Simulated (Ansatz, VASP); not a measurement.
**One calculation of AlN, two programs**

```xyz
2
Lattice="0.0000 2.1986 2.1986 2.1849 0.0137 2.1849 2.1849 2.1849 0.0137" Properties=species:S:1:pos:R:3 pbc="T T T"
Al    0.0000    0.0000    0.0000
N     3.2774    3.2978    3.2978
```

Change from the starting cell: strain +0.0125 x Voigt [0, 0, 0, 1, 0, 0], atoms carried along.

Alike in both runs: task single point; functional r2SCAN; k mesh 10 × 10 × 10; occupations gaussian, width 0.05 eV; no spin polarisation.

|  | VASP | Ansatz |
| --- | --- | --- |
| version | VASP 6.6.1 | Ansatz 0.2.0 |
| potentials or method | VASP PAW PBE potentials, release 64 (Al, N), cutoff 520 eV | scalar-relativistic, plane waves, PAW |
| valence electrons in the cell | 8 | 8 |

Ansatz gave:

```
gap on the k mesh at the Fermi level (eV)                     : 3.90
least direct gap on the mesh (eV)                             : 4.80
pressure (GPa)                                                : 0.0
traceless stress, the component that is largest in VASP (GPa) : -2.93
rms of the force components (eV/Å)                            : 0.062
```

Question: Estimate VASP's values.

Answer: gap on the k mesh at the Fermi level (eV): 3.90; least direct gap on the mesh (eV): 4.84; pressure (GPa): -0.4; traceless stress, the component that is largest in VASP (GPa): -2.96; rms of the force components (eV/Å): 0.063.

VASP's potentials were made for PBE, not for r2SCAN. Atom by atom the forces differ by 0.001 eV/Å (rms over components). The functional is the same, so the differences come from potentials, cutoffs and numerics.
